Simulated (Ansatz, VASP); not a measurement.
# BP: VASP beside Ansatz

File INCAR:

```
SYSTEM = BP
PREC     = Accurate       ! precision mode
ENCUT    = 520            ! plane-wave cutoff, eV
EDIFF    = 1E-7           ! SCF threshold, eV
ISMEAR   = -1             ! smearing method
SIGMA    = 0.05           ! smearing width, eV
LREAL    = .FALSE.        ! projectors in reciprocal space
LASPH    = .TRUE.         ! aspherical terms in the spheres
NELM     = 100            ! most SCF steps
ALGO     = Normal         ! electronic algorithm
ISIF     = 2              ! what is computed and relaxed
LWAVE    = .FALSE.        ! write WAVECAR
LCHARG   = .FALSE.        ! write CHGCAR
GGA      = PE             ! functional
NBANDS   = 11             ! bands
```

The input KPOINTS:

```
Automatic mesh
0
G
  16 16 16
  0 0 0
```

POSCAR

```
BP
1.0
    0.0000000000      2.1811852647      2.1811852647
    2.1811852647      0.0000000000      2.1811852647
    2.1811852647      2.1811852647      0.0000000000
B P
1 1
Direct
    0.0000000000      0.0000000000      0.0000000000
    0.5000000000      0.5000000000      0.5000000000
```

Input for Ansatz:

```yaml
crystal:
  lattice:
    - [0.0, 2.1811852647, 2.1811852647]
    - [2.1811852647, 0.0, 2.1811852647]
    - [2.1811852647, 2.1811852647, 0.0]
  atoms:
    - { symbol: B, position: [0.0, 0.0, 0.0] }
    - { symbol: P, position: [0.5, 0.5, 0.5] }
kpoints:
  mp_grid: { grid: [16, 16, 16] }
scf:
  occupations: { method: fermi_dirac, width: 0.05 }
hamiltonian:
  xc: pbe
  pseudopotentials: { kind: all_electron, lapw: { basis_error: 0.0005 } }
output:
  forces: true
  stress: true
  eigenvalues: true
```

Change from the starting cell: volume scaled by 1.03.

Alike in both runs: task single point; functional PBE; k mesh 16 × 16 × 16; occupations fermi-dirac, width 0.05 eV; no spin polarisation.

```csv
,VASP,Ansatz
version,VASP 6.6.1,Ansatz 0.2.0
potentials or method,"VASP PAW PBE potentials, release 64 (B, P), cutoff 520 eV","all-electron LAPW, scalar-relativistic"
```

```csv
,VASP,Ansatz,Ansatz less VASP
pressure (GPa),-4.7,-4.5,+0.24
```

Ansatz ran all-electron here, and VASP with PAW potentials.
